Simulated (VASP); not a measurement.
# KTaO3 (Pm-3m) in VASP: further runs

The runs below take KTaO3 through single point, relaxation of the atoms, with PBE.

All numbers are computed with VASP 6.6.1; they aren't measurements. Logs are shortened: lines on timing, memory, paths and dates and some standing lists are left out, and cuts for length are marked.

### Step 1. The cell of the first run

The structure is cubic, space group Pm-3m (No. 221). The conventional cell has a = 3.988 Å, b = 3.988 Å, c = 3.988 Å, α = 90.00°, β = 90.00°, γ = 90.00°. Within 3.7 Å of K (site symmetry m-3m) lie 12 O at 2.82 Å and 8 Ta at 3.45 Å. Within 2.6 Å of Ta (site symmetry m-3m) lie 6 O at 1.99 Å. Within 2.6 Å of O (site symmetry 4/mmm) lie 2 Ta at 1.99 Å.

### Step 2. Single point, PBE

The input, INCAR:

```
SYSTEM = KTaO3
PREC     = Accurate       ! precision mode
ENCUT    = 520            ! plane-wave cutoff, eV
EDIFF    = 1E-7           ! SCF threshold, eV
ISMEAR   = -1             ! smearing method
SIGMA    = 0.02           ! smearing width, eV
LREAL    = .FALSE.        ! projectors in reciprocal space
LASPH    = .TRUE.         ! aspherical terms in the spheres
NELM     = 60             ! most SCF steps
ALGO     = Normal         ! electronic algorithm
ISIF     = 2              ! what is computed and relaxed
LWAVE    = .FALSE.        ! write WAVECAR
LCHARG   = .TRUE.         ! write CHGCAR
GGA      = PE             ! functional
LELF     = .TRUE.         ! ELF
LVHAR    = .TRUE.       
NBANDS   = 27             ! bands
```

The input, KPOINTS:

```
Automatic mesh
0
G
  5 5 5
  0 0 0
```

The input, POSCAR:

```
KTaO3
1.0
    3.9883000000      0.0000000000      0.0000000000
    0.0000000000      3.9883000000      0.0000000000
    0.0000000000      0.0000000000      3.9883000000
K Ta O
1 1 3
Direct
    0.5000000000      0.5000000000      0.5000000000
    0.0000000000      0.0000000000      0.0000000000
    0.5000000000      0.0000000000      0.0000000000
    0.0000000000      0.5000000000      0.0000000000
    0.0000000000      0.0000000000      0.5000000000
```

Potentials or basis: VASP PAW PBE potentials, release 64 (K_sv, Ta_pv, O).

On the command line:

```
> cat potpaw_PBE.64/K_sv/POTCAR potpaw_PBE.64/Ta_pv/POTCAR potpaw_PBE.64/O/POTCAR > POTCAR
> mpirun -np 1 vasp_std > vasp.out
```

OUTCAR:

```text
SYSTEM = KTaO3
   PREC = Accurate
   ENCUT = 520
   EDIFF = 1E-7
   ISMEAR = -1
   LREAL = .FALSE.
   LASPH = .TRUE.
   NELM = 60
   ISIF = 2
   GGA = PE

 ion  position               nearest neighbor table
   1  0.500  0.500  0.500-   3 2.82   4 2.82   5 2.82   3 2.82   4 2.82   3 2.82   5 2.82   3 2.82
                             4 2.82   5 2.82   4 2.82   5 2.82   2 3.45   2 3.45   2 3.45   2 3.45
   2  0.000  0.000  0.000-   3 1.99   4 1.99   5 1.99   5 1.99   4 1.99   3 1.99   1 3.45   1 3.45
                             1 3.45   1 3.45   1 3.45   1 3.45   1 3.45   1 3.45
   3  0.500  0.000  0.000-   2 1.99   2 1.99   1 2.82   1 2.82   1 2.82   1 2.82
   4  0.000  0.500  0.000-   2 1.99   2 1.99   1 2.82   1 2.82   1 2.82   1 2.82
   5  0.000  0.000  0.500-   2 1.99   2 1.99   1 2.82   1 2.82   1 2.82   1 2.82

  LATTYP: Found a simple cubic cell.
 ALAT       =     3.9883000000

  Lattice vectors:

 A1 = (   3.9883000000,   0.0000000000,   0.0000000000)
 A2 = (   0.0000000000,   3.9883000000,   0.0000000000)
 A3 = (   0.0000000000,   0.0000000000,   3.9883000000)

Analysis of symmetry for initial positions (statically):
=====================================================================
 Subroutine PRICEL returns:
 Original cell was already a primitive cell.

 Routine SETGRP: Setting up the symmetry group for a
 simple cubic supercell.

 Subroutine GETGRP returns: Found 48 space group operations
 (whereof 48 operations were pure point group operations)
 out of a pool of 48 trial point group operations.

The static configuration has the point symmetry O_h .

Analysis of symmetry for dynamics (positions and initial velocities):
=====================================================================
 Subroutine PRICEL returns:
 Original cell was already a primitive cell.

 Routine SETGRP: Setting up the symmetry group for a
 simple cubic supercell.

 Subroutine GETGRP returns: Found 48 space group operations
 (whereof 48 operations were pure point group operations)
 out of a pool of 48 trial point group operations.

The dynamic configuration has the point symmetry O_h .

 Subroutine INISYM returns: Found 48 space group operations
 (whereof 48 operations are pure point group operations),
 and found     1 'primitive' translations

----------------------------------------------------------------------------------------

                                     Primitive cell

  volume of cell :      63.4400

  direct lattice vectors                    reciprocal lattice vectors
     3.988300000  0.000000000  0.000000000     0.250733395  0.000000000  0.000000000
     0.000000000  3.988300000  0.000000000     0.000000000  0.250733395  0.000000000
     0.000000000  0.000000000  3.988300000     0.000000000  0.000000000  0.250733395

  length of vectors
     3.988300000  3.988300000  3.988300000     0.250733395  0.250733395  0.250733395

  position of ions in fractional coordinates (direct lattice)
     0.500000000  0.500000000  0.500000000
     0.000000000  0.000000000  0.000000000
     0.500000000  0.000000000  0.000000000
     0.000000000  0.500000000  0.000000000
     0.000000000  0.000000000  0.500000000

  ion indices of the primitive-cell ions
   primitive index   ion index
                 1           1
                 2           2
                 3           3
                 4           4
                 5           5

----------------------------------------------------------------------------------------

 KPOINTS: Automatic mesh

Automatic generation of k-mesh.
 Grid dimensions read from file:
 generate k-points for:    5    5    5

 Generating k-lattice:

  Cartesian coordinates                     Fractional coordinates (reciprocal lattice)
     0.050146679  0.000000000  0.000000000     0.200000000  0.000000000  0.000000000
     0.000000000  0.050146679  0.000000000     0.000000000  0.200000000  0.000000000
     0.000000000  0.000000000  0.050146679     0.000000000  0.000000000  0.200000000

  Length of vectors
     0.050146679  0.050146679  0.050146679

  Shift w.r.t. Gamma in fractional coordinates (k-lattice)
     0.000000000  0.000000000  0.000000000

 Subroutine IBZKPT returns following result:
 ===========================================

 Found     10 irreducible k-points:

 Following reciprocal coordinates:
            Coordinates               Weight
  0.000000  0.000000  0.000000      1.000000
  0.200000  0.000000  0.000000      6.000000
  0.400000  0.000000  0.000000      6.000000
  0.200000  0.200000  0.000000     12.000000
  0.400000  0.200000  0.000000     24.000000
  0.400000  0.400000  0.000000     12.000000
  0.200000  0.200000  0.200000      8.000000
  0.400000  0.200000  0.200000     24.000000
  0.400000  0.400000  0.200000     24.000000
  0.400000  0.400000  0.400000      8.000000
   k-points           NKPTS =     10   k-points in BZ     NKDIM =     10   number of bands    NBANDS=     27
   number of dos      NEDOS =    301   number of ions     NIONS =      5
   total plane-waves  NPLWV =  27000
   dimension x,y,z NGX =    30 NGY =   30 NGZ =   30
   dimension x,y,z NGXF=    60 NGYF=   60 NGZF=   60
   ions per type =               1   1   3
   NGX,Y,Z   is equivalent  to a cutoff of  12.51, 12.51, 12.51 a.u.
   NGXF,Y,Z  is equivalent  to a cutoff of  25.01, 25.01, 25.01 a.u.
 SYSTEM =  KTaO3
   PREC   = accura    normal or accurate (medium, high low for compatibility)
   ISTART =      0    job   : 0-new  1-cont  2-samecut
   ICHARG =      2    charge: 1-file 2-atom 10-const
   ISPIN  =      1    spin polarized calculation?
   LNONCOLLINEAR =      F non collinear calculations
   LSORBIT =      F    spin-orbit coupling
   LASPH  =      T    aspherical Exc in radial PAW
   ENCUT  =  520.0 eV  38.22 Ry    6.18 a.u.   7.42  7.42  7.42*2*pi/ulx,y,z
   NELM   =     60;   NELMIN=  2; NELMDL= -5     # of ELM steps
   EDIFF  = 0.1E-06   stopping-criterion for ELM
   LREAL  =      F    real-space projection
   EDIFFG = 0.1E-05   stopping-criterion for IOM
   NSW    =      0    number of steps for IOM
   IBRION =     -1    ionic relax: 0-MD 1-quasi-New 2-CG
   NFREE  =      0    steps in history (QN), initial steepest desc. (CG)
   ISIF   =      2    stress and relaxation
   ISYM   =      2    0-nonsym 1-usesym 2-fastsym
   POTIM  = 0.5000    time-step for ionic-motion
   TEBEG  =    0.0;   TEEND  =   0.0 temperature during run
   PSTRESS=    0.0 pullay stress
   NELECT =      38.0000    total number of electrons
   NUPDOWN=      -1.0000    fix difference up-down
   EMIN   =  10.00;   EMAX   =-10.00  energy-range for DOS
   EFERMI =   0.00;   METHOD = LEGACY
   ISMEAR =    -1;   SIGMA  =   0.02  broadening in eV -4-tet -1-fermi 0-gaus
   EFERMI_NEDOS =   21; number of points for ismear=-14 and -15
   IALGO  =     38    algorithm
   IMIX   =      4    mixing-type and parameters
     AMIX     =   0.40;   BMIX     =  1.00
     AMIX_MAG =   1.60;   BMIX_MAG =  1.00
  volume/ion in A,a.u.               =      12.69        85.62
  Fermi-wavevector in a.u.,A,eV,Ry     =   1.380008  2.607837 25.911228  1.904422
  Thomas-Fermi vector in A             =   2.504925
   LORBIT       =      0    0 simple, 1 ext, 2 COOP (PROOUT), +10 PAW based schemes
   GGA     = PE    functional components
   LHFCALC =     F    Hartree Fock is set to
   AEXX    =    0.0000 exact exchange contribution
   IVDW    =     0    specifies the selected vdW correction
   LEPSILON=     F    determine dielectric tensor
   LRPA    =     F    only Hartree local field effects (RPA)
 non-spin polarized calculation
  energy-cutoff  :      520.00
  volume of cell :       63.44
 maximum number of plane-waves:      1743
 NGX is ok and might be reduce to    30
   NGX = 15   NGY = 15   NGZ = 15

 number of electron      37.9999976 magnetization

 Free energy of the ion-electron system (eV)
  ---------------------------------------------------
  ext. energy  EPLUGINS =         0.00000000
  ---------------------------------------------------
  free energy    TOTEN  =       -41.02494167 eV

  energy without entropy =      -41.02494167  energy(sigma->0) =      -41.02494167

 E-fermi :   2.2489     XC(G=0): -10.8739

 val. band max:        1.6918243052   @ k =   0.4000   0.4000   0.4000
 cond. band min:       3.9752067707   @ k =   0.0000   0.0000   0.0000
 fundamental gap:      2.2833824655
 Fermi energy:         2.2488593696

 k-point     1 :       0.0000    0.0000    0.0000
  band No.  band energies     occupation
      1     -32.3265      2.00000
      2     -32.3265      2.00000
      3     -32.3265      2.00000
      4     -25.5200      2.00000
      5     -15.7483      2.00000
      6     -15.0418      2.00000
[... 19 lines left out ...]
     26       9.8661      0.00000
     27       9.8661      0.00000

 k-point     2 :       0.2000    0.0000    0.0000
  band No.  band energies     occupation
      1     -32.3581      2.00000
      2     -32.3253      2.00000
      3     -32.3253      2.00000
      4     -25.5103      2.00000
      5     -15.6636      2.00000
      6     -15.0336      2.00000
[... 19 lines left out ...]
     26      10.3394      0.00000
     27      10.5125      0.00000

 k-point     3 :       0.4000    0.0000    0.0000
  band No.  band energies     occupation
      1     -32.4086      2.00000
      2     -32.3234      2.00000
      3     -32.3234      2.00000
      4     -25.4948      2.00000
      5     -15.6409      2.00000
      6     -15.0208      2.00000
[... 174 lines left out ...]
      1     -32.4033      2.00000
      2     -32.4031      2.00000
      3     -32.3514      2.00000
      4     -25.4755      2.00000
      5     -14.9488      2.00000
      6     -14.2978      2.00000
[... 19 lines left out ...]
     26      12.1548      0.00000
     27      12.6450      0.00000

 k-point    10 :       0.4000    0.4000    0.4000
  band No.  band energies     occupation
      1     -32.4011      2.00000
      2     -32.4009      2.00000
      3     -32.4009      2.00000
      4     -25.4669      2.00000
      5     -14.3282      2.00000
      6     -14.2166      2.00000
[... 19 lines left out ...]
     26      13.1209      0.00000
     27      13.6032      0.00000

------------------------ aborting loop because EDIFF is reached ----------------------------------------

  FORCE on cell =-STRESS in cart. coord.  units (eV):
  Direction    XX          YY          ZZ          XY          YZ          ZX
  --------------------------------------------------------------------------------------
  -------------------------------------------------------------------------------------
  Total        2.4085868      2.4085868      2.4085868      0.0000000     -0.0000000     -0.0000000
  in kB       60.8288250     60.8288250     60.8288250      0.0000000     -0.0000000     -0.0000000
  external PRESSURE =      60.8288250 kB  Pullay stress =       0.0000000 kB

 VOLUME and BASIS-vectors are now :
 -----------------------------------------------------------------------------
  energy-cutoff  :      520.00
  volume of cell :       63.44
      direct lattice vectors                 reciprocal lattice vectors
     3.988300000  0.000000000  0.000000000     0.250733395  0.000000000  0.000000000
     0.000000000  3.988300000  0.000000000     0.000000000  0.250733395  0.000000000
     0.000000000  0.000000000  3.988300000     0.000000000  0.000000000  0.250733395

 POSITION                                       TOTAL-FORCE (eV/Angst)
 -----------------------------------------------------------------------------------
      1.99415      1.99415      1.99415         0.000000      0.000000      0.000000
      0.00000      0.00000      0.00000         0.000000      0.000000      0.000000
      1.99415      0.00000      0.00000         0.000000      0.000000      0.000000
      0.00000      1.99415      0.00000         0.000000      0.000000      0.000000
      0.00000      0.00000      1.99415         0.000000      0.000000      0.000000
 -----------------------------------------------------------------------------------
    total drift:                                0.000000     -0.000000      0.000000

  FREE ENERGIE OF THE ION-ELECTRON SYSTEM (eV)
  ---------------------------------------------------
  free  energy   TOTEN  =       -41.0249416731 eV

  energy  without entropy=      -41.0249416731  energy(sigma->0) =      -41.02494167
```

It used 17 s of CPU time on 1 thread of Intel Xeon 6975P-C (shared host).

What came out:

```yaml
Free_energy: -41.0249 eV
Pressure: 6.1 GPa
Band_gap_on_the_k_mesh: 2.28 eV, indirect (least direct gap 2.79 eV)
```

Caveat: spin-orbit coupling is left out, which moves the levels of the heavy elements.

### Step 3. Relaxation of the atoms, PBE

The input, INCAR:

```
SYSTEM = KTaO3
ALGO = Normal
EDIFF = 1E-6
EDIFFG = -0.02
ENCUT = 520
GGA = PE
IBRION = 2
ISIF = 2
ISMEAR = -1
LASPH = .TRUE.
LCHARG = .FALSE.
LREAL = .FALSE.
LWAVE = .FALSE.
NELM = 100
NSW = 80
PREC = Accurate
SIGMA = 0.02
```

The input, KPOINTS:

```
k-points
0
G
  5 5 5
  0 0 0
```

POSCAR is that of step 2.

Potentials or basis: VASP PAW PBE potentials, release 64 (K_sv, Ta_pv, O).

On the command line:

```
> cat potpaw_PBE.64/K_sv/POTCAR potpaw_PBE.64/Ta_pv/POTCAR potpaw_PBE.64/O/POTCAR > POTCAR
> mpirun -np 1 vasp_std > vasp.out
```

Run time: 23 s. Hardware: 1 thread of Intel Xeon 6975P-C, shared host; peak memory 0.17 GiB.

It converged, with:

| Item | Value |
| --- | --- |
| Free energy | -41.0249 eV |
| Pressure after relaxing | 6.1 GPa |
| Band gap on the k mesh | 2.28 eV, indirect (least direct gap 2.79 eV) |

Final structure:
```
CELL_PARAMETERS angstrom
3.98830 0.00000 0.00000
0.00000 3.98830 0.00000
0.00000 0.00000 3.98830
ATOMIC_POSITIONS crystal
K 0.50000 0.50000 0.50000
Ta 0.00000 0.00000 0.00000
O 0.50000 0.00000 0.00000
O 0.00000 0.50000 0.00000
O 0.00000 0.00000 0.50000
```

Levels at points of the mesh, in eV from the valence-band top:
```csv
k point,band 16,band 17,band 18,band 19,band 20,band 21,band 22,band 23
"(0.00, 0.00, 0.00)",-0.95,-0.51,-0.51,-0.51,2.28,2.28,2.28,6.74
```

Caveat: the relaxation stopped at its first step, so nothing moved; spin-orbit coupling is left out, which moves the levels of the heavy elements. A k mesh can miss the band edges.
